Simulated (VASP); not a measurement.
# Ru in VASP: notebook

Runs on Ru. Level: PBE. Tasks: single point.

All numbers are computed with VASP 6.6.1; they aren't measurements. Logs are shortened: lines on timing, memory, paths and dates and some standing lists are left out, and cuts for length are marked.

## Step 1: The cell of the first run

The cell holds a slab with vacuum, 11 atoms: a = 2.706 Å, b = 2.706 Å, c = 38.810 Å, α = 90.00°, β = 90.00°, γ = 60.00°.

## Step 2: Single point, PBE

INCAR reads:

```
ALGO     = Normal         # electronic algorithm
DIPOL    = 0.5 0.5 0.500
EDIFF    = 1E-6           # SCF threshold, eV
ENCUT    = 520            # plane-wave cutoff, eV
GGA      = PE             # functional
IDIPOL   = 3            
ISIF     = 2              # what is computed and relaxed
ISMEAR   = 0              # smearing method
LASPH    = T              # aspherical terms in the spheres
LCHARG   = T              # write CHGCAR
LDIPOL   = T            
LELF     = T              # ELF
LREAL    = F              # projectors in reciprocal space
LVACPOTAV= T            
LVHAR    = T            
LWAVE    = F              # write WAVECAR
NBANDS   = 88             # bands
NELM     = 60             # most SCF steps
PREC     = Accurate       # precision mode
SIGMA    = 0.1            # smearing width, eV
```

KPOINTS reads:

```
k-points
0
Gamma
  16 16 1
```

POSCAR reads:

```
Ru
1.0
    2.7060000000      0.0000000000      0.0000000000
    1.3530000000      2.3434647426      0.0000000000
    0.0000000000      0.0000000000     38.8100000000
Ru
11
Direct
    0.0000000000      0.0000000000      0.2246555903
    0.3333333333      0.3333333333      0.2780455446
    0.0000000000      0.0000000000      0.3334638357
    0.3333333333      0.3333333333      0.3891527489
    0.0000000000      0.0000000000      0.4446237954
    0.3333333333      0.3333333333      0.5000000009
    0.0000000000      0.0000000000      0.5553762062
    0.3333333333      0.3333333333      0.6108472519
    0.0000000000      0.0000000000      0.6665361636
    0.3333333333      0.3333333333      0.7219544543
    0.0000000000      0.0000000000      0.7753444082
```

Potentials or basis: VASP PAW PBE potentials, release 64 (Ru_pv).

Command:

```
$ cat potpaw_PBE.64/Ru_pv/POTCAR > POTCAR
$ mpirun -np 1 vasp_std > vasp.out
```

OUTCAR:

```text
EDIFF = 1E-6
   ENCUT = 520
   GGA = PE
   ISIF = 2
   ISMEAR = 0
   LASPH = T
   LREAL = F
   NELM = 60
   PREC = Accurate

 ion  position               nearest neighbor table
   1  0.000  0.000  0.225-   2 2.60   2 2.60   2 2.60
   2  0.333  0.333  0.278-   1 2.60   1 2.60   1 2.60   3 2.66   3 2.66   3 2.66
   3  0.000  0.000  0.333-   2 2.66   2 2.66   2 2.66   4 2.67   4 2.67   4 2.67
   4  0.333  0.333  0.389-   5 2.66   5 2.66   5 2.66   3 2.67   3 2.67   3 2.67
   5  0.000  0.000  0.445-   6 2.66   6 2.66   6 2.66   4 2.66   4 2.66   4 2.66
   6  0.333  0.333  0.500-   7 2.66   7 2.66   7 2.66   5 2.66   5 2.66   5 2.66
   7  0.000  0.000  0.555-   6 2.66   6 2.66   6 2.66   8 2.66   8 2.66   8 2.66
   8  0.333  0.333  0.611-   7 2.66   7 2.66   7 2.66   9 2.67   9 2.67   9 2.67
   9  0.000  0.000  0.667-  10 2.66  10 2.66  10 2.66   8 2.67   8 2.67   8 2.67
  10  0.333  0.333  0.722-  11 2.60  11 2.60  11 2.60   9 2.66   9 2.66   9 2.66
  11  0.000  0.000  0.775-  10 2.60  10 2.60  10 2.60

  LATTYP: Found a hexagonal cell.
 ALAT       =     2.7060000000
 C/A-ratio  =    14.3422025131

  Lattice vectors:

 A1 = (  -1.3530000000,  -2.3434647426,   0.0000000000)
 A2 = (   2.7060000000,   0.0000000000,   0.0000000000)
 A3 = (   0.0000000000,   0.0000000000,  38.8100000000)

Analysis of symmetry for initial positions (statically):
=====================================================================
 Subroutine PRICEL returns:
 Original cell was already a primitive cell.

 Routine SETGRP: Setting up the symmetry group for a
 hexagonal supercell.

 Subroutine GETGRP returns: Found 12 space group operations
 (whereof 12 operations were pure point group operations)
 out of a pool of 24 trial point group operations.

The static configuration has the point symmetry D_3h.

Analysis of symmetry for dynamics (positions and initial velocities):
=====================================================================
 Subroutine PRICEL returns:
 Original cell was already a primitive cell.

 Routine SETGRP: Setting up the symmetry group for a
 hexagonal supercell.

 Subroutine GETGRP returns: Found 12 space group operations
 (whereof 12 operations were pure point group operations)
 out of a pool of 24 trial point group operations.

The dynamic configuration has the point symmetry D_3h.

 Subroutine INISYM returns: Found 12 space group operations
 (whereof 12 operations are pure point group operations),
 and found     1 'primitive' translations

----------------------------------------------------------------------------------------

                                     Primitive cell

  volume of cell :     246.1103

  direct lattice vectors                    reciprocal lattice vectors
     2.706000000  0.000000000  0.000000000     0.369549150 -0.213359301  0.000000000
     1.353000000  2.343464743  0.000000000     0.000000000  0.426718603  0.000000000
     0.000000000  0.000000000 38.810000000     0.000000000  0.000000000  0.025766555

  length of vectors
     2.706000000  2.706000000 38.810000000     0.426718603  0.426718603  0.025766555

  position of ions in fractional coordinates (direct lattice)
     0.000000000  0.000000000  0.224655590
     0.333333333  0.333333333  0.278045545
     0.000000000  0.000000000  0.333463836
     0.333333333  0.333333333  0.389152749
     0.000000000  0.000000000  0.444623795
     0.333333333  0.333333333  0.500000001
     0.000000000  0.000000000  0.555376206
     0.333333333  0.333333333  0.610847252
     0.000000000  0.000000000  0.666536164
     0.333333333  0.333333333  0.721954454
     0.000000000  0.000000000  0.775344408

  ion indices of the primitive-cell ions
   primitive index   ion index
                 1           1
                 2           2
                 3           3
                 4           4
                 5           5
                 6           6
                 7           7
                 8           8
                 9           9
                10          10
                11          11

----------------------------------------------------------------------------------------

 KPOINTS: k-points

Automatic generation of k-mesh.
 Grid dimensions read from file:
 generate k-points for:   16   16    1

 Generating k-lattice:

  Cartesian coordinates                     Fractional coordinates (reciprocal lattice)
     0.023096822 -0.013334956  0.000000000     0.062500000 -0.000000000  0.000000000
     0.000000000  0.026669913  0.000000000     0.000000000  0.062500000  0.000000000
     0.000000000  0.000000000  0.025766555     0.000000000  0.000000000  1.000000000

  Length of vectors
     0.026669913  0.026669913  0.025766555

  Shift w.r.t. Gamma in fractional coordinates (k-lattice)
     0.000000000  0.000000000  0.000000000

 Subroutine IBZKPT returns following result:
 ===========================================

 Found     30 irreducible k-points:

 Following reciprocal coordinates:
            Coordinates               Weight
  0.000000  0.000000  0.000000      1.000000
  0.062500  0.000000  0.000000      6.000000
  0.125000  0.000000  0.000000      6.000000
  0.187500  0.000000  0.000000      6.000000
  0.250000  0.000000  0.000000      6.000000
  0.312500  0.000000  0.000000      6.000000
[... 16 lines left out ...]
  0.375000  0.187500  0.000000      6.000000
  0.437500  0.187500  0.000000     12.000000
 [... further k-points ...]
   k-points           NKPTS =     30   k-points in BZ     NKDIM =     30   number of bands    NBANDS=     88
   number of dos      NEDOS =    301   number of ions     NIONS =     11
   total plane-waves  NPLWV = 117600
   dimension x,y,z NGX =    20 NGY =   20 NGZ =  294
   dimension x,y,z NGXF=    40 NGYF=   40 NGZF=  588
   ions per type =              11
   NGX,Y,Z   is equivalent  to a cutoff of  12.29, 12.29, 12.59 a.u.
   NGXF,Y,Z  is equivalent  to a cutoff of  24.57, 24.57, 25.19 a.u.
 SYSTEM =  unknown system
   PREC   = accura    normal or accurate (medium, high low for compatibility)
   ISTART =      0    job   : 0-new  1-cont  2-samecut
   ICHARG =      2    charge: 1-file 2-atom 10-const
   ISPIN  =      1    spin polarized calculation?
   LNONCOLLINEAR =      F non collinear calculations
   LSORBIT =      F    spin-orbit coupling
   LASPH  =      T    aspherical Exc in radial PAW
   ENCUT  =  520.0 eV  38.22 Ry    6.18 a.u.   5.03  5.03 72.16*2*pi/ulx,y,z
   NELM   =     60;   NELMIN=  2; NELMDL= -5     # of ELM steps
   EDIFF  = 0.1E-05   stopping-criterion for ELM
   LREAL  =      F    real-space projection
   EDIFFG = 0.1E-04   stopping-criterion for IOM
   NSW    =      0    number of steps for IOM
   IBRION =     -1    ionic relax: 0-MD 1-quasi-New 2-CG
   NFREE  =      0    steps in history (QN), initial steepest desc. (CG)
   ISIF   =      2    stress and relaxation
   ISYM   =      2    0-nonsym 1-usesym 2-fastsym
   POTIM  = 0.5000    time-step for ionic-motion
   TEBEG  =    0.0;   TEEND  =   0.0 temperature during run
   PSTRESS=    0.0 pullay stress
   NELECT =     154.0000    total number of electrons
   NUPDOWN=      -1.0000    fix difference up-down
   EMIN   =  10.00;   EMAX   =-10.00  energy-range for DOS
   EFERMI =   0.00;   METHOD = LEGACY
   ISMEAR =     0;   SIGMA  =   0.10  broadening in eV -4-tet -1-fermi 0-gaus
   EFERMI_NEDOS =   21; number of points for ismear=-14 and -15
   IALGO  =     38    algorithm
   IMIX   =      4    mixing-type and parameters
     AMIX     =   0.40;   BMIX     =  1.00
     AMIX_MAG =   1.60;   BMIX_MAG =  1.00
  volume/ion in A,a.u.               =      22.37       150.98
  Fermi-wavevector in a.u.,A,eV,Ry     =   1.400249  2.646086 26.676887  1.960696
  Thomas-Fermi vector in A             =   2.523228
   LORBIT       =      0    0 simple, 1 ext, 2 COOP (PROOUT), +10 PAW based schemes
   GGA     = PE    functional components
   LHFCALC =     F    Hartree Fock is set to
   AEXX    =    0.0000 exact exchange contribution
   IVDW    =     0    specifies the selected vdW correction
   LEPSILON=     F    determine dielectric tensor
   LRPA    =     F    only Hartree local field effects (RPA)
 non-spin polarized calculation
 Gauss-broadening in eV      SIGMA  =   0.10
  energy-cutoff  :      520.00
  volume of cell :      246.11
 maximum number of plane-waves:      6705
   NGX =  9   NGY =  9   NGZ =145

 dipolmoment           0.000000      0.000000      0.000000 electrons x Angstroem

 number of electron     153.9999985 magnetization

 dipolmoment           0.000000      0.000000     -0.000000 electrons x Angstroem

 Free energy of the ion-electron system (eV)
  ---------------------------------------------------
  ext. energy  EPLUGINS =         0.00000000
  ---------------------------------------------------
  free energy    TOTEN  =       -99.50520450 eV

  energy without entropy =      -99.45860338  energy(sigma->0) =      -99.48190394

 E-fermi :   5.8960     XC(G=0):  -9.0823

 val. band max:        5.8791092621   @ k =  -0.4375   0.1250   0.0000
 cond. band min:       5.9023737270   @ k =   0.5000   0.2500   0.0000
 fundamental gap:      0.0232644648
 Fermi energy:         5.8960188307

 k-point     1 :       0.0000    0.0000    0.0000
  band No.  band energies     occupation
      1     -37.7732      2.00000
      2     -37.7493      2.00000
      3     -37.6709      2.00000
      4     -37.5187      2.00000
      5     -37.3491      2.00000
      6     -37.1748      2.00000
[... 80 lines left out ...]
     87       6.4290      0.00000
     88       6.4290      0.00000

 k-point     2 :       0.0625    0.0000    0.0000
  band No.  band energies     occupation
      1     -37.7610      2.00000
      2     -37.7386      2.00000
      3     -37.6621      2.00000
      4     -37.5139      2.00000
      5     -37.3501      2.00000
      6     -37.1834      2.00000
[... 1991 lines left out ...]
     87       7.1776      0.00000
     88       7.1932      0.00000

 k-point    24 :       0.4375    0.1875    0.0000
  band No.  band energies     occupation
      1     -37.6076      2.00000
      2     -37.6064      2.00000
      3     -37.5613      2.00000
      4     -37.5542      2.00000
      5     -37.5282      2.00000
      6     -37.5080      2.00000
[... 80 lines left out ...]
     87       7.5678      0.00000
     88       7.5789      0.00000

 [... further k-points ...]

------------------------ aborting loop because EDIFF is reached ----------------------------------------

  FORCE on cell =-STRESS in cart. coord.  units (eV):
  Direction    XX          YY          ZZ          XY          YZ          ZX
  --------------------------------------------------------------------------------------
  -------------------------------------------------------------------------------------
  Total        1.0201758      1.0201758     -0.0359267     -0.0000000     -0.0000000     -0.0000000
  in kB        6.6413407      6.6413407     -0.2338824     -0.0000000     -0.0000000     -0.0000000
  external PRESSURE =       4.3495996 kB  Pullay stress =       0.0000000 kB

 VOLUME and BASIS-vectors are now :
 -----------------------------------------------------------------------------
  energy-cutoff  :      520.00
  volume of cell :      246.11
      direct lattice vectors                 reciprocal lattice vectors
     2.706000000  0.000000000  0.000000000     0.369549150 -0.213359301  0.000000000
     1.353000000  2.343464743  0.000000000     0.000000000  0.426718603  0.000000000
     0.000000000  0.000000000 38.810000000     0.000000000  0.000000000  0.025766555

 POSITION                                       TOTAL-FORCE (eV/Angst)
 -----------------------------------------------------------------------------------
      0.00000      0.00000      8.71888        -0.000000     -0.000000     -0.012043
      1.35300      0.78115     10.79095         0.000000      0.000000      0.006994
      0.00000      0.00000     12.94173        -0.000000     -0.000000      0.002650
      1.35300      0.78115     15.10302         0.000000      0.000000     -0.002084
      0.00000      0.00000     17.25585        -0.000000     -0.000000      0.000372
      1.35300      0.78115     19.40500         0.000000     -0.000000      0.000000
      0.00000      0.00000     21.55415        -0.000000     -0.000000     -0.000372
      1.35300      0.78115     23.70698         0.000000      0.000000      0.002084
      0.00000      0.00000     25.86827        -0.000000     -0.000000     -0.002650
      1.35300      0.78115     28.01905         0.000000      0.000000     -0.006994
      0.00000      0.00000     30.09112        -0.000000     -0.000000      0.012043
 -----------------------------------------------------------------------------------
    total drift:                                0.000001      0.000001     -0.000001

  FREE ENERGIE OF THE ION-ELECTRON SYSTEM (eV)
  ---------------------------------------------------
  free  energy   TOTEN  =       -99.5052045019 eV

  energy  without entropy=      -99.4586033836  energy(sigma->0) =      -99.48190394

 vacuum level on the upper side and lower side of the slab        10.878        10.878
```

It took 41 min on 1 thread of Intel Xeon Platinum 8259CL at 2.50GHz (Skylake/Cascade Lake), shared host; peak memory 0.61 GiB.

What came out:

```yaml
Free_energy: -99.5052 eV
Largest_force: 0.012 eV/Å
Band_gap_on_the_k_mesh: zero (bands 77 and 78 overlap by 2.56 eV)
```

Forces in eV/Å, atoms in the order of the input:
```
Ru   0.000  0.000 -0.012
Ru   0.000  0.000  0.007
Ru   0.000  0.000  0.003
Ru   0.000  0.000 -0.002
Ru   0.000  0.000  0.000
Ru   0.000  0.000  0.000
Ru   0.000  0.000  0.000
Ru   0.000  0.000  0.002
Ru   0.000  0.000 -0.003
Ru   0.000  0.000 -0.007
Ru   0.000  0.000  0.012
```

## Step 3: Single point, PBE

This run uses another cell than the first one.

INCAR reads:

```
PREC = Accurate
ENCUT = 520
EDIFF = 1E-6
ISMEAR = 0
SIGMA = 0.1
LREAL = False
LASPH = True
NELM = 60
ALGO = Normal
ISIF = 2
LWAVE = False
LCHARG = True
LDIPOL = True
IDIPOL = 3
DIPOL = 0.5 0.5 0.500
GGA = PE
LELF = True
LVHAR = True
LVACPOTAV = True
NBANDS = 88
```

KPOINTS reads:

```
regular mesh
0
Gamma
  16 16 1
```

POSCAR reads:

```
Ru
1.0
    2.7330600000      0.0000000000      0.0000000000
    1.3665300000      2.3668993901      0.0000000000
    0.0000000000      0.0000000000     38.8100000000
Ru
11
Direct
    0.0000000000      0.0000000000      0.2261150947
    0.3333333333      0.3333333333      0.2791217712
    0.0000000000      0.0000000000      0.3343069202
    0.3333333333      0.3333333333      0.3896904698
    0.0000000000      0.0000000000      0.4449077848
    0.3333333333      0.3333333333      0.4999999983
    0.0000000000      0.0000000000      0.5550922115
    0.3333333333      0.3333333333      0.6103095287
    0.0000000000      0.0000000000      0.6656930803
    0.3333333333      0.3333333333      0.7208782318
    0.0000000000      0.0000000000      0.7738849086
```

Potentials or basis: VASP PAW PBE potentials, release 64 (Ru_pv).

Command:

```
$ cat potpaw_PBE.64/Ru_pv/POTCAR > POTCAR
$ mpirun -np 1 vasp_std > vasp.out
```

It took 43 min on 1 thread of Intel Xeon Platinum 8259CL at 2.50GHz (Skylake/Cascade Lake), shared host; peak memory 0.62 GiB.

It converged, with:

```yaml
Free_energy: -99.4655 eV
Largest_force: 0.011 eV/Å
Band_gap_on_the_k_mesh: zero (bands 77 and 78 overlap by 2.43 eV)
```

Forces on the atoms (eV/Å):
```
Ru   0.000  0.000 -0.011
Ru   0.000  0.000  0.007
Ru   0.000  0.000  0.002
Ru   0.000  0.000 -0.002
Ru   0.000  0.000  0.000
Ru   0.000  0.000  0.000
Ru   0.000  0.000  0.000
Ru   0.000  0.000  0.002
Ru   0.000  0.000 -0.002
Ru   0.000  0.000 -0.007
Ru   0.000  0.000  0.011
```

Levels at points of the mesh, in eV from the Fermi level:
```tsv
k point	band 71	band 72	band 73	band 74	band 75	band 76	band 77	band 78	band 79	band 80
(0.00, 0.00, 0.00)	-1.97	-1.92	-1.92	-1.33	-1.33	-1.31	-1.05	-1.05	-0.70	-0.70
(0.50, 0.00, 0.00)	0.39	0.47	0.89	1.22	1.28	1.28	1.29	1.31	1.46	1.50
```
